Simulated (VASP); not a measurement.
# LiF (Fm-3m) in VASP: a series of runs

Runs on LiF. Level: PBE. Tasks: single point.

Program: VASP 6.6.1. These are calculated values, not measurements. Logs are shortened: lines on timing, memory, paths and dates and some standing lists are left out, and cuts for length are marked.

## 1. The cell of the first run

It takes space group Fm-3m (No. 225, cubic). The conventional cell has a = 3.809 Å, b = 3.809 Å, c = 3.809 Å, α = 90.00°, β = 90.00°, γ = 90.00°. Within 2.5 Å of Li (site symmetry m-3m) lie 6 F at 1.90 Å. Within 2.5 Å of F (site symmetry m-3m) lie 6 Li at 1.90 Å.

## 2. Single point, PBE

INCAR reads:

```
SYSTEM = LiF
PREC     = Accurate       ! precision mode
ENCUT    = 750            ! plane-wave cutoff, eV
EDIFF    = 1E-6           ! SCF threshold, eV
ISMEAR   = 0              ! smearing method
SIGMA    = 0.1            ! smearing width, eV
LREAL    = .FALSE.        ! projectors in reciprocal space
LASPH    = .TRUE.         ! aspherical terms in the spheres
NELM     = 120            ! most SCF steps
ALGO     = Normal         ! electronic algorithm
ISIF     = 2              ! what is computed and relaxed
LWAVE    = .FALSE.        ! write WAVECAR
LCHARG   = .FALSE.        ! write CHGCAR
GGA      = PE             ! functional
NBANDS   = 12             ! bands
GGA_COMPAT= .FALSE.
```

KPOINTS reads:

```
Automatic mesh
0
G
  10 10 10
  0 0 0
```

POSCAR reads:

```
LiF
1.0
    0.0000000000      1.9044106931      1.9044106931
    1.9044106931      0.0000000000      1.9044106931
    1.9044106931      1.9044106931      0.0000000000
Li F
1 1
Direct
    0.0000000000      0.0000000000      0.0000000000
    0.5000000000      0.5000000000      0.5000000000
```

Potentials or basis: VASP PAW PBE potentials, release 64 (Li_sv, F).

Launch:

```sh
cat potpaw_PBE.64/Li_sv/POTCAR potpaw_PBE.64/F/POTCAR > POTCAR
mpirun -np 1 vasp_std > vasp.out
```

OUTCAR:

```text
SYSTEM = LiF
   PREC = Accurate
   ENCUT = 750
   EDIFF = 1E-6
   ISMEAR = 0
   LREAL = .FALSE.
   LASPH = .TRUE.
   NELM = 120
   ISIF = 2
   GGA = PE

 ion  position               nearest neighbor table
   1  0.000  0.000  0.000-   2 1.90   2 1.90   2 1.90   2 1.90   2 1.90   2 1.90
   2  0.500  0.500  0.500-   1 1.90   1 1.90   1 1.90   1 1.90   1 1.90   1 1.90

  LATTYP: Found a face centered cubic cell.
 ALAT       =     3.8088213862

  Lattice vectors:

 A1 = (   0.0000000000,   1.9044106931,   1.9044106931)
 A2 = (   1.9044106931,   0.0000000000,   1.9044106931)
 A3 = (   1.9044106931,   1.9044106931,   0.0000000000)

Analysis of symmetry for initial positions (statically):
=====================================================================
 Subroutine PRICEL returns:
 Original cell was already a primitive cell.

 Routine SETGRP: Setting up the symmetry group for a
 face centered cubic supercell.

 Subroutine GETGRP returns: Found 48 space group operations
 (whereof 48 operations were pure point group operations)
 out of a pool of 48 trial point group operations.

The static configuration has the point symmetry O_h .

Analysis of symmetry for dynamics (positions and initial velocities):
=====================================================================
 Subroutine PRICEL returns:
 Original cell was already a primitive cell.

 Routine SETGRP: Setting up the symmetry group for a
 face centered cubic supercell.

 Subroutine GETGRP returns: Found 48 space group operations
 (whereof 48 operations were pure point group operations)
 out of a pool of 48 trial point group operations.

The dynamic configuration has the point symmetry O_h .

 Subroutine INISYM returns: Found 48 space group operations
 (whereof 48 operations are pure point group operations),
 and found     1 'primitive' translations

----------------------------------------------------------------------------------------

                                     Primitive cell

  volume of cell :      13.8138

  direct lattice vectors                    reciprocal lattice vectors
     0.000000000  1.904410693  1.904410693    -0.262548410  0.262548410  0.262548410
     1.904410693  0.000000000  1.904410693     0.262548410 -0.262548410  0.262548410
     1.904410693  1.904410693  0.000000000     0.262548410  0.262548410 -0.262548410

  length of vectors
     2.693243431  2.693243431  2.693243431     0.454747186  0.454747186  0.454747186

  position of ions in fractional coordinates (direct lattice)
     0.000000000  0.000000000  0.000000000
     0.500000000  0.500000000  0.500000000

  ion indices of the primitive-cell ions
   primitive index   ion index
                 1           1
                 2           2

----------------------------------------------------------------------------------------

 KPOINTS: Automatic mesh

Automatic generation of k-mesh.
 Grid dimensions read from file:
 generate k-points for:   10   10   10

 Generating k-lattice:

  Cartesian coordinates                     Fractional coordinates (reciprocal lattice)
    -0.026254841  0.026254841  0.026254841     0.100000000  0.000000000  0.000000000
     0.026254841 -0.026254841  0.026254841     0.000000000  0.100000000  0.000000000
     0.026254841  0.026254841 -0.026254841     0.000000000  0.000000000  0.100000000

  Length of vectors
     0.045474719  0.045474719  0.045474719

  Shift w.r.t. Gamma in fractional coordinates (k-lattice)
     0.000000000  0.000000000  0.000000000

 Subroutine IBZKPT returns following result:
 ===========================================

 Found     47 irreducible k-points:

 Following reciprocal coordinates:
            Coordinates               Weight
  0.000000  0.000000  0.000000      1.000000
  0.100000  0.000000  0.000000      8.000000
  0.200000  0.000000  0.000000      8.000000
  0.300000  0.000000  0.000000      8.000000
  0.400000  0.000000  0.000000      8.000000
  0.500000  0.000000  0.000000      4.000000
[... 16 lines left out ...]
  0.300000  0.300000  0.000000      6.000000
  0.400000  0.300000  0.000000     24.000000
 [... further k-points ...]
   k-points           NKPTS =     47   k-points in BZ     NKDIM =     47   number of bands    NBANDS=     12
   number of dos      NEDOS =    301   number of ions     NIONS =      2
   total plane-waves  NPLWV =  13824
   dimension x,y,z NGX =    24 NGY =   24 NGZ =   24
   dimension x,y,z NGXF=    48 NGYF=   48 NGZF=   48
   ions per type =               1   1
   NGX,Y,Z   is equivalent  to a cutoff of  14.81, 14.81, 14.81 a.u.
   NGXF,Y,Z  is equivalent  to a cutoff of  29.63, 29.63, 29.63 a.u.
 SYSTEM =  LiF
   PREC   = accura    normal or accurate (medium, high low for compatibility)
   ISTART =      0    job   : 0-new  1-cont  2-samecut
   ICHARG =      2    charge: 1-file 2-atom 10-const
   ISPIN  =      1    spin polarized calculation?
   LNONCOLLINEAR =      F non collinear calculations
   LSORBIT =      F    spin-orbit coupling
   LASPH  =      T    aspherical Exc in radial PAW
   ENCUT  =  750.0 eV  55.12 Ry    7.42 a.u.   6.01  6.01  6.01*2*pi/ulx,y,z
   NELM   =    120;   NELMIN=  2; NELMDL= -5     # of ELM steps
   EDIFF  = 0.1E-05   stopping-criterion for ELM
   LREAL  =      F    real-space projection
   EDIFFG = 0.1E-04   stopping-criterion for IOM
   NSW    =      0    number of steps for IOM
   IBRION =     -1    ionic relax: 0-MD 1-quasi-New 2-CG
   NFREE  =      0    steps in history (QN), initial steepest desc. (CG)
   ISIF   =      2    stress and relaxation
   ISYM   =      2    0-nonsym 1-usesym 2-fastsym
   POTIM  = 0.5000    time-step for ionic-motion
   TEBEG  =    0.0;   TEEND  =   0.0 temperature during run
   PSTRESS=    0.0 pullay stress
   NELECT =      10.0000    total number of electrons
   NUPDOWN=      -1.0000    fix difference up-down
   EMIN   =  10.00;   EMAX   =-10.00  energy-range for DOS
   EFERMI =   0.00;   METHOD = LEGACY
   ISMEAR =     0;   SIGMA  =   0.10  broadening in eV -4-tet -1-fermi 0-gaus
   EFERMI_NEDOS =   21; number of points for ismear=-14 and -15
   IALGO  =     38    algorithm
   IMIX   =      4    mixing-type and parameters
     AMIX     =   0.40;   BMIX     =  1.00
     AMIX_MAG =   1.60;   BMIX_MAG =  1.00
  volume/ion in A,a.u.               =       6.91        46.61
  Fermi-wavevector in a.u.,A,eV,Ry     =   1.469956  2.777813 29.399054  2.160770
  Thomas-Fermi vector in A             =   2.585271
   LORBIT       =      0    0 simple, 1 ext, 2 COOP (PROOUT), +10 PAW based schemes
   GGA     = PE    functional components
   LHFCALC =     F    Hartree Fock is set to
   AEXX    =    0.0000 exact exchange contribution
   IVDW    =     0    specifies the selected vdW correction
   LEPSILON=     F    determine dielectric tensor
   LRPA    =     F    only Hartree local field effects (RPA)
 non-spin polarized calculation
 Gauss-broadening in eV      SIGMA  =   0.10
  energy-cutoff  :      750.00
  volume of cell :       13.81
 maximum number of plane-waves:       656
   NGX = 13   NGY = 13   NGZ = 13

 number of electron      10.0000000 magnetization

 number of electron       9.9999997 magnetization

 Free energy of the ion-electron system (eV)
  ---------------------------------------------------
  ext. energy  EPLUGINS =         0.00000000
  ---------------------------------------------------
  free energy    TOTEN  =        -9.48912280 eV

  energy without entropy =       -9.48912280  energy(sigma->0) =       -9.48912280

 E-fermi :   0.6055     XC(G=0): -10.8283

 val. band max:        0.1075570832   @ k =   0.0000   0.0000   0.0000
 cond. band min:      10.8456659330   @ k =   0.0000   0.0000   0.0000
 fundamental gap:     10.7381088498
 Fermi energy:         0.6054567582

 k-point     1 :       0.0000    0.0000    0.0000
  band No.  band energies     occupation
      1     -40.5127      2.00000
      2     -20.3728      2.00000
      3       0.1076      2.00000
      4       0.1076      2.00000
      5       0.1076      2.00000
      6      10.8457      0.00000
      7      26.1295      0.00000
      8      26.1295      0.00000
      9      26.1295      0.00000
     10      26.3757      0.00000
     11      26.3757      0.00000
     12      26.3757      0.00000

 k-point     2 :       0.1000    0.0000    0.0000
  band No.  band energies     occupation
      1     -40.5013      2.00000
      2     -20.3239      2.00000
      3      -0.2341      2.00000
      4       0.0780      2.00000
      5       0.0780      2.00000
      6      11.1276      0.00000
      7      23.0276      0.00000
      8      24.7428      0.00000
      9      24.7428      0.00000
     10      27.4425      0.00000
     11      27.4425      0.00000
     12      27.7554      0.00000

 k-point     3 :       0.2000    0.0000    0.0000
  band No.  band energies     occupation
      1     -40.4716      2.00000
      2     -20.1918      2.00000
      3      -1.0633      2.00000
      4       0.0020      2.00000
      5       0.0020      2.00000
      6      11.6961      0.00000
      7      20.4373      0.00000
      8      23.0445      0.00000
      9      23.0445      0.00000
     10      28.8999      0.00000
     11      28.8999      0.00000
     12      28.9083      0.00000
[... 286 lines left out ...]
 k-point    23 :       0.3000    0.3000    0.0000
  band No.  band energies     occupation
      1     -40.4134      2.00000
      2     -19.8115      2.00000
      3      -2.2303      2.00000
      4      -0.7428      2.00000
      5      -0.7428      2.00000
      6      14.0757      0.00000
      7      18.9922      0.00000
      8      20.9574      0.00000
      9      22.4685      0.00000
     10      22.4685      0.00000
     11      37.5945      0.00000
     12      38.7863      0.00000

 k-point    24 :       0.4000    0.3000    0.0000
  band No.  band energies     occupation
      1     -40.3916      2.00000
      2     -19.6544      2.00000
      3      -2.7761      2.00000
      4      -1.0092      2.00000
      5      -0.8675      2.00000
      6      14.8626      0.00000
      7      17.9381      0.00000
      8      20.5165      0.00000
      9      22.2112      0.00000
     10      23.3129      0.00000
     11      38.0814      0.00000
     12      38.1274      0.00000

 [... further k-points ...]
[... 5 lines left out ...]
  --------------------------------------------------------------------------------------
  -------------------------------------------------------------------------------------
  Total        1.6636903      1.6636903      1.6636903      0.0000000      0.0000000      0.0000000
  in kB      192.9617536    192.9617536    192.9617536      0.0000000      0.0000000      0.0000000
  external PRESSURE =     192.9617536 kB  Pullay stress =       0.0000000 kB

 VOLUME and BASIS-vectors are now :
 -----------------------------------------------------------------------------
  energy-cutoff  :      750.00
  volume of cell :       13.81
      direct lattice vectors                 reciprocal lattice vectors
     0.000000000  1.904410693  1.904410693    -0.262548410  0.262548410  0.262548410
     1.904410693  0.000000000  1.904410693     0.262548410 -0.262548410  0.262548410
     1.904410693  1.904410693  0.000000000     0.262548410  0.262548410 -0.262548410

 POSITION                                       TOTAL-FORCE (eV/Angst)
 -----------------------------------------------------------------------------------
      0.00000      0.00000      0.00000        -0.000000     -0.000000     -0.000000
      1.90441      1.90441      1.90441         0.000000      0.000000      0.000000
 -----------------------------------------------------------------------------------
    total drift:                               -0.000000     -0.000000      0.000000

  FREE ENERGIE OF THE ION-ELECTRON SYSTEM (eV)
  ---------------------------------------------------
  free  energy   TOTEN  =        -9.4891227959 eV

  energy  without entropy=       -9.4891227959  energy(sigma->0) =       -9.48912280
```

It took 8.9 s on 1 thread of Intel Xeon Platinum 8259CL at 2.50GHz (Skylake/Cascade Lake), shared host; peak memory 0.14 GiB.

What came out:

| Property | Result |
| --- | --- |
| Free energy | -9.4891 eV |
| Pressure | 19.3 GPa |
| Band gap on the k mesh | 10.74 eV |

Caveat: the cell stands under pressure.

## 3. Single point, PBE

This run uses another cell than the first one, of 7.49 Å³/atom.

INCAR reads:

```
ALGO = Normal
EDIFF = 1E-6
ENCUT = 750
GGA = PE
GGA_COMPAT = F
ISIF = 2
ISMEAR = 0
LASPH = T
LCHARG = F
LREAL = F
LWAVE = F
NBANDS = 12
NELM = 120
PREC = Accurate
SIGMA = 0.1
```

KPOINTS reads:

```
k-points
0
Gamma
  10 10 10
```

POSCAR reads:

```
LiF
1.0
    0.0000000000      1.9564912160      1.9564912160
    1.9564912160      0.0000000000      1.9564912160
    1.9564912160      1.9564912160      0.0000000000
Li F
1 1
Direct
    0.0000000000      0.0000000000      0.0000000000
    0.5000000000      0.5000000000      0.5000000000
```

Potentials or basis: VASP PAW PBE potentials, release 64 (Li_sv, F).

Launch:

```sh
cat potpaw_PBE.64/Li_sv/POTCAR potpaw_PBE.64/F/POTCAR > POTCAR
mpirun -np 1 vasp_std > vasp.out
```

Run time: 18 s. Hardware: 1 thread of Intel Xeon Platinum 8259CL at 2.50GHz (Skylake/Cascade Lake), shared host; peak memory 0.15 GiB.

Results (log left out):

```
Free energy            : -9.5951 eV
Pressure               : 9.2 GPa
Band gap on the k mesh : 9.89 eV
```

Levels at points of the mesh, in eV from the valence-band top:
| k point | band 2 | band 3 | band 4 | band 5 | band 6 | band 7 | band 8 | band 9 |
| --- | --- | --- | --- | --- | --- | --- | --- | --- |
| (0.00, 0.00, 0.00) | -20.22 | 0.00 | 0.00 | 0.00 | 9.89 | 25.14 | 25.14 | 25.14 |
| (0.50, 0.00, 0.00) | -19.72 | -2.79 | -0.26 | -0.26 | 11.25 | 17.79 | 19.60 | 19.60 |
| (0.50, 0.50, 0.00) | -19.39 | -3.40 | -1.13 | -1.13 | 15.66 | 16.89 | 18.52 | 21.30 |

Caveat: the cell stands under pressure. A k mesh can miss the band edges.
